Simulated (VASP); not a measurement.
**Mn3Si: single point with PBEsol+D3(BJ)**

Crystal: Mn3Si.

```
Mn Si
1.0
     0.00000    2.82233    2.82233
     2.82233    0.00000    2.82233
     2.82233    2.82233    0.00000
Mn Si
3 1
Direct
  0.50000 0.50000 0.50000
  0.25000 0.25000 0.25000
  0.75000 0.75000 0.75000
  0.00000 0.00000 0.00000
```

```json
{
 "Program": "VASP 6.6.1",
 "Task": "single point",
 "Functional": "PBEsol",
 "Dispersion": "D3(BJ)",
 "Potentials or basis": "VASP PAW PBE potentials, release 64 (Mn_pv, Si)",
 "Cutoff": "520 eV",
 "k mesh": "8 × 8 × 8",
 "Occupations": "methfessel-paxton, width 0.1 eV",
 "Spin": "collinear spin, ferromagnetic start",
 "Starting moments": "[2.8, 2.8, 2.8, 0.0] μB",
 "Dipole correction": "no",
 "Further INCAR settings": "ALGO = Normal; EDIFF = 1e-06; NBANDS = 34"
}
```

| Quantity | Value |
| --- | --- |
| Pressure | -13.7 GPa |
| Band gap on the k mesh | zero (filled and empty bands overlap) |
| Net moment | 1.01 μB per cell |
| Site moments | Mn +2.50, -0.78 (each value once); Si +0.04 μB |
| Valence electrons inside the program's atomic spheres | Mn 11.88, 11.99 (each value once); Si 1.64 |
| Dispersion energy per atom | -0.375 eV |

Levels at points of the mesh, in eV from the Fermi level:
Spin up:
```csv
k point,band 18,band 19,band 20,band 21,band 22,band 23,band 24,band 25,band 26,band 27
"(0.00, 0.00, 0.00)",-2.61,-0.02,-0.02,0.79,0.79,0.79,1.35,1.35,3.89,4.99
"(0.50, 0.00, 0.00)",-1.61,-0.53,-0.51,-0.51,-0.16,-0.16,0.62,0.62,0.90,4.74
"(0.50, 0.50, 0.00)",-2.20,-1.73,-0.86,-0.17,-0.17,0.24,0.82,0.93,0.93,1.30
```
Spin down:
```tsv
k point	band 17	band 18	band 19	band 20	band 21	band 22	band 23	band 24	band 25	band 26
(0.00, 0.00, 0.00)	-1.43	-1.43	0.12	0.12	0.12	0.85	0.85	1.85	1.85	4.21
(0.50, 0.00, 0.00)	-1.96	-1.96	-1.17	-1.17	-1.13	0.98	0.98	1.54	1.70	1.70
(0.50, 0.50, 0.00)	-2.01	-2.01	-0.75	-0.75	-0.07	0.44	0.80	0.94	1.31	1.46
```

Run time: 5.3 min on 1 thread of Intel Xeon 8259CL, with other jobs on the host, peak memory 0.24 GiB.

Caveat: three body term missing; the cell stands under tension; the PAW data sets were made with another functional, which shifts forces and pressure a little.
